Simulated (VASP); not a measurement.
# Si3N4 (P6_3/m) in VASP: a series of runs

The runs below take Si3N4 through single point, with PBE+D3(BJ).

All numbers are computed with VASP 6.6.1; they aren't measurements. Logs are shortened: lines on timing, memory, paths and dates and some standing lists are left out, and cuts for length are marked.

**1. The cell of the first run**

The structure is hexagonal, space group P6_3/m (No. 176). The conventional cell has a = 7.619 Å, b = 7.619 Å, c = 2.911 Å, α = 90.00°, β = 90.00°, γ = 120.00°. Si (site symmetry m) has 4 N at 1.73 to 1.74 Å within 2.3 Å. Within 2.3 Å of N (site symmetry -6) lie 3 Si at 1.73 Å. N (site symmetry m) has 3 Si at 1.74 Å within 2.3 Å.

**2. Single point, PBE+D3(BJ)**

INCAR

```
SYSTEM = Si3N4
PREC     = Accurate       ! precision mode
ENCUT    = 520            ! plane-wave cutoff, eV
EDIFF    = 1E-7           ! SCF threshold, eV
ISMEAR   = 0              ! smearing method
SIGMA    = 0.1            ! smearing width, eV
LREAL    = .FALSE.        ! projectors in reciprocal space
LASPH    = .TRUE.         ! aspherical terms in the spheres
NELM     = 60             ! most SCF steps
ALGO     = Normal         ! electronic algorithm
ISIF     = 2              ! what is computed and relaxed
LWAVE    = .FALSE.        ! write WAVECAR
LCHARG   = .FALSE.        ! write CHGCAR
GGA      = PE             ! functional
IVDW     = 12             ! dispersion correction
NBANDS   = 45             ! bands
```

KPOINTS

```
regular mesh
0
G
  3 3 8
  0 0 0
```

POSCAR

```
Si3N4
1.0
    7.6190526389      0.0000000000      0.0000000000
   -3.8095263194      6.5982931380      0.0000000000
    0.0000000000      0.0000000000      2.9113636928
Si N
6 8
Direct
    0.1741197426      0.7679185534      0.2500000000
    0.4062011892      0.1741197426      0.7500000000
    0.2320814466      0.4062011892      0.2500000000
    0.8258802574      0.2320814466      0.7500000000
    0.5937988108      0.8258802574      0.2500000000
    0.7679185534      0.5937988108      0.7500000000
    0.3333333333      0.6666666667      0.2500000000
    0.6666666667      0.3333333333      0.7500000000
    0.3299555990      0.0299427547      0.2500000000
    0.3000128443      0.3299555990      0.7500000000
    0.9700572453      0.3000128443      0.2500000000
    0.6700444010      0.9700572453      0.7500000000
    0.6999871557      0.6700444010      0.2500000000
    0.0299427547      0.6999871557      0.7500000000
```

Potentials or basis: VASP PAW PBE potentials, release 64 (Si, N).

Launch:

```console
$ cat potpaw_PBE.64/Si/POTCAR potpaw_PBE.64/N/POTCAR > POTCAR
$ mpirun -np 1 vasp_std > vasp.out
```

OUTCAR:

```text
SYSTEM = Si3N4
   PREC = Accurate
   ENCUT = 520
   EDIFF = 1E-7
   ISMEAR = 0
   LREAL = .FALSE.
   LASPH = .TRUE.
   NELM = 60
   ISIF = 2
   GGA = PE
   IVDW = 12
 IVDW          = 12

 ion  position               nearest neighbor table
   1  0.174  0.768  0.250-   7 1.73   9 1.74  14 1.74  14 1.74   3 3.00   5 3.00   2 3.06   2 3.06
                             6 3.06   6 3.06
   2  0.406  0.174  0.750-   8 1.73  10 1.74   9 1.74   9 1.74   6 3.00   4 3.00   1 3.06   1 3.06
                             3 3.06   3 3.06
   3  0.232  0.406  0.250-   7 1.73  11 1.74  10 1.74  10 1.74   1 3.00   5 3.00   2 3.06   2 3.06
                             4 3.06   4 3.06
   4  0.826  0.232  0.750-   8 1.73  12 1.74  11 1.74  11 1.74   6 3.00   2 3.00   5 3.06   5 3.06
                             3 3.06   3 3.06
   5  0.594  0.826  0.250-   7 1.73  13 1.74  12 1.74  12 1.74   3 3.00   1 3.00   4 3.06   4 3.06
                             6 3.06   6 3.06
   6  0.768  0.594  0.750-   8 1.73  14 1.74  13 1.74  13 1.74   4 3.00   2 3.00   5 3.06   5 3.06
                             1 3.06   1 3.06
   7  0.333  0.667  0.250-   1 1.73   5 1.73   3 1.73
   8  0.667  0.333  0.750-   4 1.73   2 1.73   6 1.73
   9  0.330  0.030  0.250-   1 1.74   2 1.74   2 1.74
  10  0.300  0.330  0.750-   2 1.74   3 1.74   3 1.74
  11  0.970  0.300  0.250-   3 1.74   4 1.74   4 1.74
  12  0.670  0.970  0.750-   4 1.74   5 1.74   5 1.74
  13  0.700  0.670  0.250-   5 1.74   6 1.74   6 1.74
  14  0.030  0.700  0.750-   6 1.74   1 1.74   1 1.74

  LATTYP: Found a hexagonal cell.
 ALAT       =     7.6190526389
 C/A-ratio  =     0.3821162329

  Lattice vectors:

 A1 = (   7.6190526389,   0.0000000000,   0.0000000000)
 A2 = (  -3.8095263194,   6.5982931380,   0.0000000000)
 A3 = (   0.0000000000,   0.0000000000,   2.9113636928)

Analysis of symmetry for initial positions (statically):
=====================================================================
 Subroutine PRICEL returns:
 Original cell was already a primitive cell.

 Routine SETGRP: Setting up the symmetry group for a
 hexagonal supercell.

 Subroutine GETGRP returns: Found 12 space group operations
 (whereof  6 operations were pure point group operations)
 out of a pool of 24 trial point group operations.

The static configuration has the point symmetry S_6 .
 The point group associated with its full space group is C_6h.

Analysis of symmetry for dynamics (positions and initial velocities):
=====================================================================
 Subroutine PRICEL returns:
 Original cell was already a primitive cell.
[... 140 lines left out ...]
   IALGO  =     38    algorithm
   IMIX   =      4    mixing-type and parameters
     AMIX     =   0.40;   BMIX     =  1.00
     AMIX_MAG =   1.60;   BMIX_MAG =  1.00
  volume/ion in A,a.u.               =      10.45        70.55
  Fermi-wavevector in a.u.,A,eV,Ry     =   1.242582  2.348140 21.007540  1.544011
  Thomas-Fermi vector in A             =   2.376930
   LORBIT       =      0    0 simple, 1 ext, 2 COOP (PROOUT), +10 PAW based schemes
   GGA     = PE    functional components
   LHFCALC =     F    Hartree Fock is set to
   AEXX    =    0.0000 exact exchange contribution
   IVDW    =    12    specifies the selected vdW correction
   LEPSILON=     F    determine dielectric tensor
   LRPA    =     F    only Hartree local field effects (RPA)
 non-spin polarized calculation
 Gauss-broadening in eV      SIGMA  =   0.10
  energy-cutoff  :      520.00
  volume of cell :      146.36
 maximum number of plane-waves:      3966
 NGX is ok and might be reduce to    60
   NGX = 29   NGY = 29   NGZ = 11

 number of electron      63.9999992 magnetization

 Free energy of the ion-electron system (eV)
  ---------------------------------------------------
  ext. energy  EPLUGINS =         0.00000000
  ---------------------------------------------------
  free energy    TOTEN  =      -114.51579852 eV

  energy without entropy =     -114.51579852  energy(sigma->0) =     -114.51579852

 E-fermi :   7.1550     XC(G=0): -10.7837

 val. band max:        6.7012342774   @ k =   0.0000   0.0000   0.1250
 cond. band min:      11.0178345548   @ k =   0.0000   0.0000   0.0000
 fundamental gap:      4.3166002774
 Fermi energy:         7.1550044340

 k-point     1 :       0.0000    0.0000    0.0000
  band No.  band energies     occupation
      1     -11.4732      2.00000
      2     -10.0185      2.00000
      3     -10.0185      2.00000
      4      -9.3838      2.00000
      5      -9.2514      2.00000
      6      -9.2514      2.00000
[... 694 lines left out ...]
     43      14.3280      0.00000
     44      14.3280      0.00000
 [bands above 44 left out]

------------------------ aborting loop because EDIFF is reached ----------------------------------------

 Edisp (eV)   -3.58066

 E8    (eV) :    -1.2747

  FORCE on cell =-STRESS in cart. coord.  units (eV):
  Direction    XX          YY          ZZ          XY          YZ          ZX
  --------------------------------------------------------------------------------------
  -------------------------------------------------------------------------------------
  Total      -0.23493    -0.23493    -0.28270     0.00000     0.00000     0.00000
  in kB      -2.57168    -2.57168    -3.09465     0.00000     0.00000     0.00000
  external pressure =       -2.75 kB  Pullay stress =        0.00 kB

 VOLUME and BASIS-vectors are now :
 -----------------------------------------------------------------------------
  energy-cutoff  :      520.00
  volume of cell :      146.36
      direct lattice vectors                 reciprocal lattice vectors
     7.619052639  0.000000000  0.000000000     0.131249914  0.075777173  0.000000000
    -3.809526319  6.598293138  0.000000000     0.000000000  0.151554346  0.000000000
     0.000000000  0.000000000  2.911363693     0.000000000  0.000000000  0.343481648

 POSITION                                       TOTAL-FORCE (eV/Angst)
 -----------------------------------------------------------------------------------
     -1.59878      5.06695      0.72784         0.009672     -0.003265      0.000000
      2.43155      1.14889      2.18352         0.007664      0.006744     -0.000000
      0.22081      2.68023      0.72784        -0.002008      0.010009     -0.000000
      5.40830      1.53134      2.18352        -0.009672      0.003265     -0.000000
      1.37797      5.44940      0.72784        -0.007664     -0.006744      0.000000
      3.58872      3.91806      2.18352         0.002008     -0.010009     -0.000000
     -0.00000      4.39886      0.72784         0.000000      0.000000      0.000000
      3.80953      2.19943      2.18352         0.000000      0.000000      0.000000
      2.39988      0.19757      0.72784        -0.003460     -0.002774     -0.000000
      1.02884      2.17714      2.18352         0.000672     -0.004383     -0.000000
      6.24801      1.97957      0.72784         0.004132     -0.001610     -0.000000
      1.40964      6.40072      2.18352         0.003460      0.002774      0.000000
      2.78069      4.42115      0.72784        -0.000672      0.004383      0.000000
     -2.43848      4.61872      2.18352        -0.004132      0.001610     -0.000000
 -----------------------------------------------------------------------------------
    total drift:                                0.000000      0.000000      0.000000

  FREE ENERGIE OF THE ION-ELECTRON SYSTEM (eV)
  ---------------------------------------------------
  free  energy   TOTEN  =      -118.0964625366 eV

  energy  without entropy=     -118.0964625366  energy(sigma->0) =     -118.09646254
```

OSZICAR:

```text
N       E                     dE             d eps       ncg     rms          rms(c)
DAV:   1     0.286068805521E+03    0.28607E+03   -0.31691E+04  1350   0.132E+03
DAV:   2    -0.108208497754E+03   -0.39428E+03   -0.37523E+03  1739   0.279E+02
DAV:   3    -0.130844701594E+03   -0.22636E+02   -0.22489E+02  1732   0.703E+01
DAV:   4    -0.131197608542E+03   -0.35291E+00   -0.35175E+00  1668   0.939E+00
DAV:   5    -0.131206570995E+03   -0.89625E-02   -0.89489E-02  1637   0.144E+00    0.294E+01
DAV:   6    -0.114635746851E+03    0.16571E+02   -0.58700E+01  1631   0.308E+01    0.131E+01
DAV:   7    -0.114559043497E+03    0.76703E-01   -0.30998E+00  1668   0.725E+00    0.627E+00
DAV:   8    -0.114513778913E+03    0.45265E-01   -0.16854E-01  1647   0.200E+00    0.217E+00
DAV:   9    -0.114513113627E+03    0.66529E-03   -0.38357E-02  1708   0.102E+00    0.312E-01
DAV:  10    -0.114515016525E+03   -0.19029E-02   -0.39104E-03  1540   0.275E-01    0.176E-01
DAV:  11    -0.114515737427E+03   -0.72090E-03   -0.95146E-04  1564   0.158E-01    0.281E-02
DAV:  12    -0.114515776340E+03   -0.38913E-04   -0.55022E-05  1652   0.404E-02    0.111E-02
DAV:  13    -0.114515794159E+03   -0.17819E-04   -0.19060E-05  1519   0.209E-02    0.505E-03
DAV:  14    -0.114515797790E+03   -0.36316E-05   -0.31901E-06  1636   0.935E-03    0.315E-03
DAV:  15    -0.114515798577E+03   -0.78654E-06   -0.17925E-06  1514   0.546E-03    0.204E-03
DAV:  16    -0.114515798515E+03    0.61529E-07   -0.85490E-08  1244   0.164E-03
   1 F= -.11809646E+03 E0= -.11809646E+03  d E =-.179827E-11
```

stdout:

```text
POSCAR found type information on POSCAR SiN
 POSCAR found :  2 types and      14 ions
 scaLAPACK will be used
 LDA part: xc-table for (Slater+PW92), standard interpolation
 POSCAR, INCAR and KPOINTS ok, starting setup
 FFT: planning ... GRIDC
 FFT: planning ... GRID_SOFT
 FFT: planning ... GRID
 WAVECAR not read
 entering main loop
```

Run time: 83 s. Hardware: 1 thread of Intel Xeon Platinum 8488C (Sapphire Rapids), shared host; peak memory 0.3 GiB.

Results:

| Item | Value |
| --- | --- |
| Free energy | -118.0965 eV |
| Pressure | -0.3 GPa |
| Largest force | 0.010 eV/Å |
| Band gap on the k mesh | 4.32 eV, indirect (least direct gap 4.50 eV) |
| Dispersion energy per atom | -0.256 eV |

Forces on the atoms (eV/Å):
```
Si   0.010 -0.003  0.000
Si   0.008  0.007  0.000
Si  -0.002  0.010  0.000
Si  -0.010  0.003  0.000
Si  -0.008 -0.007  0.000
Si   0.002 -0.010  0.000
N    0.000  0.000  0.000
N    0.000  0.000  0.000
N   -0.003 -0.003  0.000
N    0.001 -0.004  0.000
N    0.004 -0.002  0.000
N    0.003  0.003  0.000
N   -0.001  0.004  0.000
N   -0.004  0.002  0.000
```

A k mesh can miss the band edges. A hybrid or GW would open this gap; PBE tends to underestimate it.

(Continued in part 2 of 2.)
